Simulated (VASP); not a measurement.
Runs of VASP 6.6.1 on Rh. The structure is cubic, space group Fm-3m (No. 225). Conventional cell: a = 3.796 Å, b = 3.796 Å, c = 3.796 Å, α = 90.00°, β = 90.00°, γ = 90.00°. Rh (site symmetry m-3m) has 12 Rh at 2.68 Å within 3.5 Å. 

```csv
level,potentials or basis,gap on the mesh (eV),pressure (GPa)
r2SCAN,"VASP PAW PBE potentials, release 64 (Rh_pv)",none,(a)
revPBE,"VASP PAW PBE potentials, release 64 (Rh_pv)",none,11.0
RPBE,"VASP PAW PBE potentials, release 64 (Rh_pv)",none,12.4
LDA,"VASP PAW LDA potentials, release 64 (Rh_pv)",none,-8.9
```

Alike in all rows: task single point; no spin polarisation; cell as given; k mesh 15 × 15 × 15; cutoff (eV) 520; smearing gaussian 0.15 eV.

**Question.** Fill in the values left out.

**Answer.** (a) 2.2.

Caveats: the PAW data sets were made with another functional, which shifts forces and pressure a little (some runs).

A k mesh can miss the band edges, and the runs leave out spin-orbit coupling on Rh.

A gap of «none» marks levels without a gap at the run's occupations.
